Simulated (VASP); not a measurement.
Input of a VASP 6.6.1 run:

Contents of INCAR:

```
PREC = Accurate
ENCUT = 520
EDIFF = 1E-6
ISMEAR = 0
SIGMA = 0.15
LREAL = False
LASPH = True
NELM = 100
ALGO = Fast
ISIF = 2
LWAVE = False
LCHARG = True
GGA = PE
LELF = True
LVHAR = True
NBANDS = 10
```

Contents of KPOINTS:

```
regular mesh
0
Gamma
  12 12 12
```

The input POSCAR:

```
K
1.0
    3.8403583386      0.0000000000      0.0000000000
    0.0000000000      3.8403583386      0.0000000000
    0.0000000000      0.0000000000      5.4302666908
K
1
Direct
    0.0000000000      0.0000000000      0.0000000000
```

Potentials or basis: VASP PAW PBE potentials, release 64 (K_sv).

Run with:

```sh
$ cat potpaw_PBE.64/K_sv/POTCAR > POTCAR
$ mpirun -np 1 vasp_std > vasp.out
```

Question: Estimate the pressure.

Answer: 0.6 GPa.

Stress tensor (GPa, compression positive):
```
 1.40  0.00  0.00
 0.00  1.40  0.00
 0.00  0.00 -0.98
```
